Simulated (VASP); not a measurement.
# ZnIrC4N4 (P-43m) in VASP: relaxation of cell and atoms with PBE

Aim: the relaxation of cell and atoms of ZnIrC4N4 with PBE.

All numbers are computed with VASP 6.6.1; they aren't measurements. Logs are shortened: lines on timing, memory, paths and dates and some standing lists are left out, and cuts for length are marked.

### Step 1. The cell of the first run

The structure is cubic, space group P-43m (No. 215). The conventional cell has a = 5.898 Å, b = 5.898 Å, c = 5.898 Å, α = 90.00°, β = 90.00°, γ = 90.00°. Zn (site symmetry -43m) has 4 N at 1.96 Å within 2.6 Å. Within 2.6 Å of Ir (site symmetry -43m) lie 4 C at 1.97 Å. Within 1.6 Å of C (site symmetry 3m) lie 1 N at 1.17 Å. Within 1.6 Å of N (site symmetry 3m) lie 1 C at 1.17 Å.

### Step 2. Relaxation of cell and atoms, PBE, collinear spin

Input file INCAR:

```
SYSTEM = ZnIrC4N4
  PREC = Accurate
  ENCUT = 600
  EDIFF = 1E-7
  ISMEAR = 0
  SIGMA = 0.02
  LREAL = .False.
  LASPH = .True.
  NELM = 200
  ALGO = Normal
  ISIF = 3
  LWAVE = .False.
  LCHARG = .False.
  ISPIN = 2
  MAGMOM = 0 0.91 0 0 0 0 0 0 0 0
  LORBIT = 11
  LMAXMIX = 4
  GGA = PE
  IBRION = 2
  NSW = 100
  EDIFFG = -0.01
  GGA_COMPAT = .False.
  NELMIN = 4
  KPAR = 4
```

Input file KPOINTS:

```
Automatic mesh
0
Gamma
  6 6 6
  0 0 0
```

Input file POSCAR:

```
ZnIrC4N4
1.0
    5.8983853350      0.0000000000      0.0000000000
    0.0000000000      5.8983853350      0.0000000000
    0.0000000000      0.0000000000      5.8983853350
Zn Ir C N
1 1 4 4
Direct
    0.5000000000      0.5000000000      0.5000000000
    0.0000000000      0.0000000000      0.0000000000
    0.1930454512      0.1930454512      0.1930454512
    0.1930454512      0.8069545488      0.8069545488
    0.8069545488      0.1930454512      0.8069545488
    0.8069545488      0.8069545488      0.1930454512
    0.3078729203      0.3078729203      0.3078729203
    0.3078729203      0.6921270797      0.6921270797
    0.6921270797      0.3078729203      0.6921270797
    0.6921270797      0.6921270797      0.3078729203
```

Potentials or basis: VASP PAW PBE potentials, release 64 (Zn, Ir, C, N).

The run is started by

```sh
$ cat potpaw_PBE.64/Zn/POTCAR potpaw_PBE.64/Ir/POTCAR potpaw_PBE.64/C/POTCAR potpaw_PBE.64/N/POTCAR > POTCAR
$ mpirun -np 4 vasp_std > vasp.out
```

OUTCAR:

```text
SYSTEM = ZnIrC4N4
   PREC = Accurate
   ENCUT = 600
   EDIFF = 1E-7
   ISMEAR = 0
   LREAL = .False.
   LASPH = .True.
   NELM = 200
   ISIF = 3
   ISPIN = 2
   LORBIT = 11
   GGA = PE
   IBRION = 2
   NSW = 100
   EDIFFG = -0.01
   NELMIN = 4

 ion  position               nearest neighbor table
   1  0.500  0.500  0.500-   7 1.96   8 1.96   9 1.96  10 1.96
   2  0.000  0.000  0.000-   3 1.97   4 1.97   5 1.97   6 1.97
   3  0.193  0.193  0.193-   7 1.17   2 1.97
   4  0.193  0.807  0.807-   8 1.17   2 1.97
   5  0.807  0.193  0.807-   9 1.17   2 1.97
   6  0.807  0.807  0.193-  10 1.17   2 1.97
   7  0.308  0.308  0.308-   3 1.17   1 1.96
   8  0.308  0.692  0.692-   4 1.17   1 1.96
   9  0.692  0.308  0.692-   5 1.17   1 1.96
  10  0.692  0.692  0.308-   6 1.17   1 1.96

  LATTYP: Found a simple cubic cell.
 ALAT       =     5.8983853350

  Lattice vectors:

 A1 = (   5.8983853350,   0.0000000000,   0.0000000000)
 A2 = (   0.0000000000,   5.8983853350,   0.0000000000)
 A3 = (   0.0000000000,   0.0000000000,   5.8983853350)

Analysis of symmetry for initial positions (statically):
=====================================================================
 Subroutine PRICEL returns:
 Original cell was already a primitive cell.

 Routine SETGRP: Setting up the symmetry group for a
 simple cubic supercell.

 Subroutine GETGRP returns: Found 24 space group operations
 (whereof 24 operations were pure point group operations)
 out of a pool of 48 trial point group operations.

The static configuration has the point symmetry T_d .

Analysis of symmetry for dynamics (positions and initial velocities):
=====================================================================
 Subroutine PRICEL returns:
 Original cell was already a primitive cell.

 Routine SETGRP: Setting up the symmetry group for a
 simple cubic supercell.

 Subroutine GETGRP returns: Found 24 space group operations
 (whereof 24 operations were pure point group operations)
 out of a pool of 48 trial point group operations.

The dynamic configuration has the point symmetry T_d .

Analysis of structural, dynamic, and magnetic symmetry:
=====================================================================
 Subroutine PRICEL returns:
 Original cell was already a primitive cell.

 Routine SETGRP: Setting up the symmetry group for a
 simple cubic supercell.

 Subroutine GETGRP returns: Found 24 space group operations
 (whereof 24 operations were pure point group operations)
 out of a pool of 48 trial point group operations.

The overall configuration has the point symmetry T_d .

 Subroutine INISYM returns: Found 24 space group operations
 (whereof 24 operations are pure point group operations),
 and found     1 'primitive' translations

----------------------------------------------------------------------------------------

                                     Primitive cell

  volume of cell :     205.2104

  direct lattice vectors                    reciprocal lattice vectors
     5.898385335  0.000000000  0.000000000     0.169537923  0.000000000  0.000000000
     0.000000000  5.898385335  0.000000000     0.000000000  0.169537923  0.000000000
     0.000000000  0.000000000  5.898385335     0.000000000  0.000000000  0.169537923

  length of vectors
     5.898385335  5.898385335  5.898385335     0.169537923  0.169537923  0.169537923

  position of ions in fractional coordinates (direct lattice)
     0.500000000  0.500000000  0.500000000
     0.000000000  0.000000000  0.000000000
     0.193045451  0.193045451  0.193045451
     0.193045451  0.806954549  0.806954549
     0.806954549  0.193045451  0.806954549
     0.806954549  0.806954549  0.193045451
     0.307872920  0.307872920  0.307872920
     0.307872920  0.692127080  0.692127080
     0.692127080  0.307872920  0.692127080
     0.692127080  0.692127080  0.307872920

  ion indices of the primitive-cell ions
   primitive index   ion index
                 1           1
                 2           2
                 3           3
                 4           4
                 5           5
                 6           6
                 7           7
                 8           8
[... 26 lines left out ...]

 Found     20 irreducible k-points:

 Following reciprocal coordinates:
            Coordinates               Weight
  0.000000  0.000000  0.000000      1.000000
  0.166667  0.000000  0.000000      6.000000
  0.333333  0.000000  0.000000      6.000000
  0.500000  0.000000  0.000000      3.000000
  0.166667  0.166667  0.000000     12.000000
  0.333333  0.166667  0.000000     24.000000
[... 12 lines left out ...]
  0.500000  0.500000  0.333333      6.000000
  0.500000  0.500000  0.500000      1.000000
   k-points           NKPTS =     20   k-points in BZ     NKDIM =     20   number of bands    NBANDS=     34
   number of dos      NEDOS =    301   number of ions     NIONS =     10
   total plane-waves  NPLWV = 110592
   dimension x,y,z NGX =    48 NGY =   48 NGZ =   48
   dimension x,y,z NGXF=    96 NGYF=   96 NGZF=   96
   ions per type =               1   1   4   4
   NGX,Y,Z   is equivalent  to a cutoff of  13.53, 13.53, 13.53 a.u.
   NGXF,Y,Z  is equivalent  to a cutoff of  27.06, 27.06, 27.06 a.u.
 SYSTEM =  ZnIrC4N4
   PREC   = accura    normal or accurate (medium, high low for compatibility)
   ISTART =      0    job   : 0-new  1-cont  2-samecut
   ICHARG =      2    charge: 1-file 2-atom 10-const
   ISPIN  =      2    spin polarized calculation?
   LNONCOLLINEAR =      F non collinear calculations
   LSORBIT =      F    spin-orbit coupling
   LASPH  =      T    aspherical Exc in radial PAW
   ENCUT  =  600.0 eV  44.10 Ry    6.64 a.u.  11.78 11.78 11.78*2*pi/ulx,y,z
   NELM   =    200;   NELMIN=  4; NELMDL= -5     # of ELM steps
   EDIFF  = 0.1E-06   stopping-criterion for ELM
   LREAL  =      F    real-space projection
   EDIFFG = -.1E-01   stopping-criterion for IOM
   NSW    =    100    number of steps for IOM
   IBRION =      2    ionic relax: 0-MD 1-quasi-New 2-CG
   NFREE  =      1    steps in history (QN), initial steepest desc. (CG)
   ISIF   =      3    stress and relaxation
   ISYM   =      2    0-nonsym 1-usesym 2-fastsym
   POTIM  = 0.5000    time-step for ionic-motion
   TEBEG  =    0.0;   TEEND  =   0.0 temperature during run
   PSTRESS=    0.0 pullay stress
   NELECT =      57.0000    total number of electrons
   NUPDOWN=      -1.0000    fix difference up-down
   EMIN   =  10.00;   EMAX   =-10.00  energy-range for DOS
   EFERMI =   0.00;   METHOD = LEGACY
   ISMEAR =     0;   SIGMA  =   0.02  broadening in eV -4-tet -1-fermi 0-gaus
   EFERMI_NEDOS =   21; number of points for ismear=-14 and -15
   IALGO  =     38    algorithm
   IMIX   =      4    mixing-type and parameters
     AMIX     =   0.40;   BMIX     =  1.00
     AMIX_MAG =   1.60;   BMIX_MAG =  1.00
  volume/ion in A,a.u.               =      20.52       138.48
  Fermi-wavevector in a.u.,A,eV,Ry     =   1.068153  2.018516 15.523567  1.140950
  Thomas-Fermi vector in A             =   2.203792
   LORBIT       =     11    0 simple, 1 ext, 2 COOP (PROOUT), +10 PAW based schemes
   GGA     = PE    functional components
   LHFCALC =     F    Hartree Fock is set to
   AEXX    =    0.0000 exact exchange contribution
   IVDW    =     0    specifies the selected vdW correction
   LEPSILON=     F    determine dielectric tensor
   LRPA    =     F    only Hartree local field effects (RPA)
 conjugate gradient relaxation of ions
 spin polarized calculation
 Gauss-broadening in eV      SIGMA  =   0.02
  energy-cutoff  :      600.00
  volume of cell :      205.21
 maximum number of plane-waves:      6892
 NGX is ok and might be reduce to    48
   NGX = 23   NGY = 23   NGZ = 23

--------------------------------------- Ionic step        1  -------------------------------------------

 number of electron      56.9999996 magnetization       3.0000010

 Free energy of the ion-electron system (eV)
  ---------------------------------------------------
  ext. energy  EPLUGINS =         0.00000000
  ---------------------------------------------------
  free energy    TOTEN  =       -75.73701571 eV

  energy without entropy =      -75.73701571  energy(sigma->0) =      -75.73701571

------------------------ aborting loop because EDIFF is reached ----------------------------------------

  FORCE on cell =-STRESS in cart. coord.  units (eV):
  Direction    XX          YY          ZZ          XY          YZ          ZX
  --------------------------------------------------------------------------------------
  -------------------------------------------------------------------------------------
  Total        0.6314237      0.6314237      0.6314237      0.0000000     -0.0000000      0.0000000
  in kB        4.9298309      4.9298309      4.9298309      0.0000000     -0.0000000      0.0000000
  external PRESSURE =       4.9298309 kB  Pullay stress =       0.0000000 kB
[... 163 lines left out ...]
--------------------------------------- Ionic step        5  -------------------------------------------

 number of electron      56.9999995 magnetization       3.0000001

 Free energy of the ion-electron system (eV)
  ---------------------------------------------------
  ext. energy  EPLUGINS =         0.00000000
  ---------------------------------------------------
  free energy    TOTEN  =       -75.73878971 eV

  energy without entropy =      -75.73878971  energy(sigma->0) =      -75.73878971

 E-fermi :  -1.1302     XC(G=0):  -7.3007

 val. band max:       -1.2426262422   @ k =   0.5000   0.5000   0.0000
 cond. band min:      -0.7797513955   @ k =   0.0000   0.0000   0.0000
 fundamental gap:      0.4628748467
 Fermi energy:        -1.1301861667

 spin component 1

 k-point     1 :       0.0000    0.0000    0.0000
  band No.  band energies     occupation
      1     -18.8702      1.00000
      2     -18.7297      1.00000
      3     -18.7297      1.00000
      4     -18.7297      1.00000
      5     -10.1434      1.00000
      6      -9.1782      1.00000
[... 729 lines left out ...]
     33       3.8054      0.00000
     34       3.8054      0.00000
 Fermi energy:        -1.1301861667

 spin component 2

 k-point     1 :       0.0000    0.0000    0.0000
  band No.  band energies     occupation
      1     -18.6769      1.00000
      2     -18.5369      1.00000
      3     -18.5369      1.00000
      4     -18.5369      1.00000
      5      -9.8447      1.00000
      6      -8.9309      1.00000
[... 766 lines left out ...]
  FREE ENERGIE OF THE ION-ELECTRON SYSTEM (eV)
  ---------------------------------------------------
  free  energy   TOTEN  =       -75.7387897076 eV

  energy  without entropy=      -75.7387897076  energy(sigma->0) =      -75.73878971

 reached required accuracy - stopping structural energy minimisation

 total charge

# of ion       s       p       d       tot
------------------------------------------
    1        0.442   0.545   9.863  10.850
    2        0.717   0.894   6.982   8.593
    3        0.937   1.639   0.000   2.576
    4        0.937   1.639   0.000   2.576
    5        0.937   1.639   0.000   2.576
    6        0.937   1.639   0.000   2.576
    7        1.289   2.588   0.000   3.877
    8        1.289   2.588   0.000   3.877
    9        1.289   2.588   0.000   3.877
   10        1.289   2.588   0.000   3.877
--------------------------------------------------
tot         10.062  18.348  16.845  45.255

 magnetization (x)

# of ion       s       p       d       tot
------------------------------------------
    1        0.001   0.003   0.018   0.022
    2        0.014   0.339   1.125   1.478
    3        0.020   0.020   0.000   0.040
    4        0.020   0.020   0.000   0.040
    5        0.020   0.020   0.000   0.040
    6        0.020   0.020   0.000   0.040
    7        0.008   0.123   0.000   0.131
    8        0.008   0.123   0.000   0.131
    9        0.008   0.123   0.000   0.131
   10        0.008   0.123   0.000   0.131
--------------------------------------------------
tot          0.127   0.914   1.143   2.184
```

It took 6.2 min on 4 MPI ranks of Intel Xeon Platinum 8375C at 2.90GHz (Ice Lake), shared host; peak memory 0.62 GiB.

What came out:

```
Free energy                                           : -75.7388 eV
Relaxed volume                                        : 20.60 Å³/atom
Relaxed cell                                          : a = 5.906 Å, b = 5.906 Å, c = 5.906 Å, α = 90.00°, β = 90.00°, γ = 90.00°
Space group after relaxing (to 0.1 Å)                 : P-43m (No. 215)
Energy gained by relaxing                             : 0.2 meV/atom
Ionic steps                                           : 5
Pressure after relaxing                               : 0.0 GPa
Band gap on the k mesh                                : 0.46 eV (least direct gap 0.70 eV)
Net moment                                            : 3.00 μB per cell
Site moments                                          : Zn +0.02; Ir +1.48; C +0.04; N +0.13 μB
Valence electrons inside the program's atomic spheres : Zn 10.85; Ir 8.59; C 2.58; N 3.88
```

Forces in eV/Å, atoms in the order of the input:
```
Zn   0.000  0.000  0.000
Ir   0.000  0.000  0.000
C    0.000  0.000  0.000
C    0.000  0.000  0.000
C    0.000  0.000  0.000
C    0.000  0.000  0.000
N   -0.001 -0.001 -0.001
N   -0.001  0.001  0.001
N    0.001 -0.001  0.001
N    0.001  0.001 -0.001
```

Step by step:
```
step  energy change (eV)  largest force (eV/Å)  pressure (GPa)  volume (Å³)
   1              0.0000                0.2724            0.49       205.21
   2              0.1285                2.5376           -2.80       207.09
   3             -0.0014                0.0417            0.16       205.38
   4             -0.0014                0.0353            0.17       205.38
   5             -0.0018                0.0025            0.00       205.96
```

Final structure:
```cif
data_structure
_symmetry_space_group_name_H-M 'P 1'
_symmetry_Int_Tables_number 1
_cell_length_a 5.9055
_cell_length_b 5.9055
_cell_length_c 5.9055
_cell_angle_alpha 90.000
_cell_angle_beta 90.000
_cell_angle_gamma 90.000
_cell_volume 205.96
loop_
_atom_site_label
_atom_site_type_symbol
_atom_site_fract_x
_atom_site_fract_y
_atom_site_fract_z
_atom_site_occupancy
Zn1 Zn 0.50000 0.50000 0.50000 1
Ir1 Ir 0.00000 0.00000 0.00000 1
C1 C 0.19305 0.19305 0.19305 1
C2 C 0.19305 0.80695 0.80695 1
C3 C 0.80695 0.19305 0.80695 1
C4 C 0.80695 0.80695 0.19305 1
N1 N 0.30799 0.30799 0.30799 1
N2 N 0.30799 0.69201 0.69201 1
N3 N 0.69201 0.30799 0.69201 1
N4 N 0.69201 0.69201 0.30799 1
```

Caveat: spin-orbit coupling is left out, which moves the levels of the heavy elements. A k mesh can miss the band edges.
